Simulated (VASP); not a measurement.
# HPt16 in VASP: single point with PBE

Aim: the single point of HPt16 with PBE.

All numbers are computed with VASP 6.6.1; they aren't measurements. Logs are shortened: lines on timing, memory, paths and dates and some standing lists are left out, and cuts for length are marked.

## 1. The cell of the first run

The cell holds a slab with vacuum, 17 atoms: a = 5.549 Å, b = 5.549 Å, c = 19.797 Å, α = 90.00°, β = 90.00°, γ = 60.00°.

## 2. Single point, PBE

The input, INCAR:

```
SYSTEM = HPt16
PREC = Accurate ; ENCUT = 400
EDIFF = 1E-6 ; ISMEAR = 0
SIGMA = 0.1 ; LREAL = .FALSE.
LASPH = .TRUE. ; NELM = 120
ALGO = Normal ; ISIF = 2
LWAVE = .FALSE. ; LCHARG = .FALSE.
GGA = PE ; NBANDS = 94
GGA_COMPAT = .FALSE. ; NELMDL = -8
```

The input, KPOINTS:

```
regular mesh
0
G
  6 6 1
  0 0 0
```

The input, POSCAR:

```
HPt16
1.0
    5.5493740200      0.0000000000      0.0000000000
    2.7746870100      4.8058988800      0.0000000000
    0.0000000000      0.0000000000     19.7965673700
Pt H
16 1
Direct
    0.0000000000      0.0000000000      0.3283397510
    0.5000000000      0.0000000000      0.3283397510
    0.0000000000      0.5000000000      0.3283397510
    0.5000000000      0.5000000000      0.3283397510
    0.1666666667      0.1666666667      0.4427799170
    0.6666666667      0.1666666667      0.4427799170
    0.1666666667      0.6666666667      0.4427799170
    0.6666666667      0.6666666667      0.4427799170
    0.8333333333      0.3333333333      0.5572200830
    0.3333333333      0.3333333333      0.5572200830
    0.8333333333      0.8333333333      0.5572200830
    0.3333333333      0.8333333333      0.5572200830
    0.0000000000      0.0000000000      0.6716602490
    0.5000000000      0.0000000000      0.6716602490
    0.0000000000      0.5000000000      0.6716602490
    0.5000000000      0.5000000000      0.6716602490
    0.1666666667      0.4166666667      0.6943914626
```

Potentials or basis: VASP PAW PBE potentials, release 64 (Pt, H).

On the command line:

```bash
> cat potpaw_PBE.64/Pt/POTCAR potpaw_PBE.64/H/POTCAR > POTCAR
> mpirun -np 1 vasp_std > vasp.out
```

OUTCAR:

```text
SYSTEM = HPt16
   PREC = Accurate
   ENCUT = 400
   EDIFF = 1E-6
   ISMEAR = 0
   LREAL = .FALSE.
   LASPH = .TRUE.
   NELM = 120
   ISIF = 2
   GGA = PE
   NELMDL = -8

 ion  position               nearest neighbor table
   1  0.000  0.000  0.328-   6 2.77   5 2.77   7 2.77   2 2.77   2 2.77   3 2.77   4 2.77   3 2.77
                             4 2.77
   2  0.500  0.000  0.328-   5 2.77   6 2.77   8 2.77   1 2.77   1 2.77   3 2.77   4 2.77   4 2.77
                             3 2.77
   3  0.000  0.500  0.328-   8 2.77   7 2.77   5 2.77   4 2.77   4 2.77   1 2.77   2 2.77   2 2.77
                             1 2.77
   4  0.500  0.500  0.328-   7 2.77   8 2.77   6 2.77   3 2.77   3 2.77   1 2.77   2 2.77   1 2.77
                             2 2.77
   5  0.167  0.167  0.443-  10 2.77   2 2.77   9 2.77   1 2.77   3 2.77   6 2.77   6 2.77  12 2.77
                             7 2.77   8 2.77   7 2.77   8 2.77
   6  0.667  0.167  0.443-   9 2.77   1 2.77  10 2.77   2 2.77   4 2.77   5 2.77   5 2.77  11 2.77
                             7 2.77   8 2.77   8 2.77   7 2.77
   7  0.167  0.667  0.443-  12 2.77   4 2.77  11 2.77   3 2.77   1 2.77   8 2.77   8 2.77  10 2.77
                             5 2.77   6 2.77   6 2.77   5 2.77
   8  0.667  0.667  0.443-  11 2.77   3 2.77  12 2.77   4 2.77   2 2.77   7 2.77   7 2.77   9 2.77
                             5 2.77   6 2.77   5 2.77   6 2.77
   9  0.833  0.333  0.557-   6 2.77  16 2.77   5 2.77  15 2.77  13 2.77  10 2.77  10 2.77   8 2.77
                            11 2.77  12 2.77  11 2.77  12 2.77
  10  0.333  0.333  0.557-   5 2.77  15 2.77   6 2.77  16 2.77  14 2.77   9 2.77   9 2.77   7 2.77
                            11 2.77  12 2.77  12 2.77  11 2.77
  11  0.833  0.833  0.557-   8 2.77  14 2.77   7 2.77  13 2.77  15 2.77  12 2.77  12 2.77   6 2.77
                             9 2.77  10 2.77  10 2.77   9 2.77
  12  0.333  0.833  0.557-   7 2.77  13 2.77   8 2.77  14 2.77  16 2.77  11 2.77  11 2.77   5 2.77
                             9 2.77  10 2.77   9 2.77  10 2.77
  13  0.000  0.000  0.672-  12 2.77  11 2.77   9 2.77  14 2.77  14 2.77  15 2.77  16 2.77  15 2.77
                            16 2.77
  14  0.500  0.000  0.672-  17 2.17  11 2.77  12 2.77  10 2.77  13 2.77  13 2.77  15 2.77  16 2.77
                            16 2.77  15 2.77
  15  0.000  0.500  0.672-  17 0.92  10 2.77   9 2.77  11 2.77  16 2.77  16 2.77  13 2.77  14 2.77
                            14 2.77  13 2.77
  16  0.500  0.500  0.672-  17 2.17   9 2.77  10 2.77  12 2.77  15 2.77  15 2.77  13 2.77  14 2.77
                            13 2.77  14 2.77
  17  0.167  0.417  0.694-  15 0.92  16 2.17  14 2.17

 -----------------------------------------------------------------------------
|                                                                             |
|           W    W    AA    RRRRR   N    N  II  N    N   GGGG   !!!           |
|           W    W   A  A   R    R  NN   N  II  NN   N  G    G  !!!           |
|           W    W  A    A  R    R  N N  N  II  N N  N  G       !!!           |
|           W WW W  AAAAAA  RRRRR   N  N N  II  N  N N  G  GGG   !            |
|           WW  WW  A    A  R   R   N   NN  II  N   NN  G    G                |
|           W    W  A    A  R    R  N    N  II  N    N   GGGG   !!!           |
|                                                                             |
|     The distance between some ions is very small. Please check the          |
|     nearest-neighbor list in the OUTCAR file.                               |
|     I HOPE YOU KNOW WHAT YOU ARE DOING!                                     |
|                                                                             |
 -----------------------------------------------------------------------------

  LATTYP: Found a hexagonal cell.
 ALAT       =     5.5493740231
 C/A-ratio  =     3.5673514324

  Lattice vectors:

 A1 = (  -2.7746870100,  -4.8058988800,   0.0000000000)
 A2 = (   5.5493740200,   0.0000000000,   0.0000000000)
 A3 = (   0.0000000000,   0.0000000000,  19.7965673700)

Analysis of symmetry for initial positions (statically):
=====================================================================
 Subroutine PRICEL returns:
 Original cell was already a primitive cell.

 Routine SETGRP: Setting up the symmetry group for a
 hexagonal supercell.

 Subroutine GETGRP returns: Found  2 space group operations
 (whereof  2 operations were pure point group operations)
 out of a pool of 24 trial point group operations.

The static configuration has the point symmetry C_1h.

Analysis of symmetry for dynamics (positions and initial velocities):
=====================================================================
 Subroutine PRICEL returns:
 Original cell was already a primitive cell.

 Routine SETGRP: Setting up the symmetry group for a
 hexagonal supercell.

 Subroutine GETGRP returns: Found  2 space group operations
 (whereof  2 operations were pure point group operations)
 out of a pool of 24 trial point group operations.
[... 85 lines left out ...]

 Following reciprocal coordinates:
            Coordinates               Weight
  0.000000  0.000000  0.000000      1.000000
  0.166667 -0.000000  0.000000      2.000000
  0.166667  0.166667  0.000000      4.000000
  0.333333 -0.000000  0.000000      2.000000
  0.333333  0.333333  0.000000      4.000000
  0.500000  0.000000  0.000000      1.000000
  0.500000  0.500000  0.000000      2.000000
  0.333333  0.166667  0.000000      4.000000
  0.166667  0.333333  0.000000      2.000000
  0.500000  0.166667  0.000000      4.000000
  0.333333  0.500000  0.000000      4.000000
 -0.166667  0.333333  0.000000      4.000000
 -0.333333  0.333333  0.000000      2.000000
   k-points           NKPTS =     13   k-points in BZ     NKDIM =     13   number of bands    NBANDS=     94
   number of dos      NEDOS =    301   number of ions     NIONS =     17
   total plane-waves  NPLWV = 181440
   dimension x,y,z NGX =    36 NGY =   36 NGZ =  140
   dimension x,y,z NGXF=    72 NGYF=   72 NGZF=  280
   ions per type =              16   1
   NGX,Y,Z   is equivalent  to a cutoff of  10.78, 10.78, 11.76 a.u.
   NGXF,Y,Z  is equivalent  to a cutoff of  21.57, 21.57, 23.51 a.u.
 SYSTEM =  HPt16
   PREC   = accura    normal or accurate (medium, high low for compatibility)
   ISTART =      0    job   : 0-new  1-cont  2-samecut
   ICHARG =      2    charge: 1-file 2-atom 10-const
   ISPIN  =      1    spin polarized calculation?
   LNONCOLLINEAR =      F non collinear calculations
   LSORBIT =      F    spin-orbit coupling
   LASPH  =      T    aspherical Exc in radial PAW
   ENCUT  =  400.0 eV  29.40 Ry    5.42 a.u.   9.05  9.05 32.28*2*pi/ulx,y,z
   NELM   =    120;   NELMIN=  2; NELMDL= -8     # of ELM steps
   EDIFF  = 0.1E-05   stopping-criterion for ELM
   LREAL  =      F    real-space projection
   EDIFFG = 0.1E-04   stopping-criterion for IOM
   NSW    =      0    number of steps for IOM
   IBRION =     -1    ionic relax: 0-MD 1-quasi-New 2-CG
   NFREE  =      0    steps in history (QN), initial steepest desc. (CG)
   ISIF   =      2    stress and relaxation
   ISYM   =      2    0-nonsym 1-usesym 2-fastsym
   POTIM  = 0.5000    time-step for ionic-motion
   TEBEG  =    0.0;   TEEND  =   0.0 temperature during run
   PSTRESS=    0.0 pullay stress
   NELECT =     161.0000    total number of electrons
   NUPDOWN=      -1.0000    fix difference up-down
   EMIN   =  10.00;   EMAX   =-10.00  energy-range for DOS
   EFERMI =   0.00;   METHOD = LEGACY
   ISMEAR =     0;   SIGMA  =   0.10  broadening in eV -4-tet -1-fermi 0-gaus
   EFERMI_NEDOS =   21; number of points for ismear=-14 and -15
   IALGO  =     38    algorithm
   IMIX   =      4    mixing-type and parameters
     AMIX     =   0.40;   BMIX     =  1.00
     AMIX_MAG =   1.60;   BMIX_MAG =  1.00
  volume/ion in A,a.u.               =      31.06       209.58
  Fermi-wavevector in a.u.,A,eV,Ry     =   1.101913  2.082314 16.520359  1.214212
  Thomas-Fermi vector in A             =   2.238348
   LORBIT       =      0    0 simple, 1 ext, 2 COOP (PROOUT), +10 PAW based schemes
   GGA     = PE    functional components
   LHFCALC =     F    Hartree Fock is set to
   AEXX    =    0.0000 exact exchange contribution
   IVDW    =     0    specifies the selected vdW correction
   LEPSILON=     F    determine dielectric tensor
   LRPA    =     F    only Hartree local field effects (RPA)
 non-spin polarized calculation
 Gauss-broadening in eV      SIGMA  =   0.10
  energy-cutoff  :      400.00
  volume of cell :      527.97
 maximum number of plane-waves:      9645
   NGX = 19   NGY = 19   NGZ = 65

 number of electron     161.0000008 magnetization

 Free energy of the ion-electron system (eV)
  ---------------------------------------------------
  ext. energy  EPLUGINS =         0.00000000
  ---------------------------------------------------
  free energy    TOTEN  =       -82.64756271 eV

  energy without entropy =      -82.52356583  energy(sigma->0) =      -82.58556427

 E-fermi :   2.0760     XC(G=0):  -7.0890

 val. band max:        2.0711398682   @ k =   0.5000   0.0000   0.0000
 cond. band min:       2.0806953931   @ k =   0.1667   0.1667   0.0000
 fundamental gap:      0.0095555249
 Fermi energy:         2.0760386258

 k-point     1 :       0.0000    0.0000    0.0000
  band No.  band energies     occupation
      1      -8.5214      2.00000
      2      -7.4214      2.00000
      3      -6.0842      2.00000
      4      -5.0146      2.00000
      5      -4.9787      2.00000
      6      -4.7950      2.00000
[... 1224 lines left out ...]
     91       4.9618      0.00000
     92       5.0143      0.00000
 [bands above 92 left out]

------------------------ aborting loop because EDIFF is reached ----------------------------------------

  FORCE on cell =-STRESS in cart. coord.  units (eV):
  Direction    XX          YY          ZZ          XY          YZ          ZX
  --------------------------------------------------------------------------------------
  -------------------------------------------------------------------------------------
  Total       36.2742421     11.1520230     28.1096056    -21.7564800    -14.2017023     24.5980853
  in kB      110.0779699     33.8419766     85.3015291    -66.0223070    -43.0965465     74.6454548
  external PRESSURE =      76.4071585 kB  Pullay stress =       0.0000000 kB

 VOLUME and BASIS-vectors are now :
 -----------------------------------------------------------------------------
  energy-cutoff  :      400.00
  volume of cell :      527.97
      direct lattice vectors                 reciprocal lattice vectors
     5.549374020  0.000000000  0.000000000     0.180200505 -0.104038810  0.000000000
     2.774687010  4.805898880  0.000000000     0.000000000  0.208077620  0.000000000
     0.000000000  0.000000000 19.796567370     0.000000000  0.000000000  0.050513808

 POSITION                                       TOTAL-FORCE (eV/Angst)
 -----------------------------------------------------------------------------------
      0.00000      0.00000      6.50000         0.009309     -0.005374     -0.462249
      2.77469      0.00000      6.50000        -0.017965     -0.017761     -0.436286
      1.38734      2.40295      6.50000         0.002738     -0.001581     -0.404587
      4.16203      2.40295      6.50000         0.006399      0.024438     -0.436286
      1.38734      0.80098      8.76552        -0.012366      0.006304      0.198782
      4.16203      0.80098      8.76552        -0.037844      0.021849      0.026636
[... 9 lines left out ...]
      4.16203      2.40295     13.29657         0.484807      0.119979      0.312286
      2.08102      2.00246     13.74657        53.665435    -30.983753     36.258277
 -----------------------------------------------------------------------------------
    total drift:                                0.000018     -0.000010     -0.000251

  FREE ENERGIE OF THE ION-ELECTRON SYSTEM (eV)
  ---------------------------------------------------
  free  energy   TOTEN  =       -82.6475627063 eV

  energy  without entropy=      -82.5235658297  energy(sigma->0) =      -82.58556427
```

It took 15 min on 1 thread of Intel Xeon 6975P-C (Granite Rapids), shared host; peak memory 0.62 GiB.

Results:

* Free energy: -82.6476 eV
* Largest force: 71.796 eV/Å
* Band gap on the k mesh: zero (an odd number of electrons rules out a gap without spin polarisation)

Forces on the atoms (eV/Å):
```
Pt    0.009  -0.005  -0.462
Pt   -0.018  -0.018  -0.436
Pt    0.003  -0.002  -0.405
Pt    0.006   0.024  -0.436
Pt   -0.012   0.006   0.199
Pt   -0.038   0.022   0.027
Pt   -0.012   0.008   0.199
Pt   -0.007   0.004   0.233
Pt   -0.132  -0.130  -0.442
Pt    0.031  -0.018  -0.366
Pt    0.047   0.179  -0.442
Pt    0.001  -0.001  -0.220
Pt   -0.043   0.025   0.275
Pt    0.138  -0.480   0.312
Pt  -54.124  31.248 -34.606
Pt    0.485   0.120   0.312
H    53.665 -30.984  36.258
```

Caveat: atoms lie so close that the PAW spheres overlap strongly, which falsifies energies and pressures; spin-orbit coupling is left out, which moves the levels of the heavy elements.
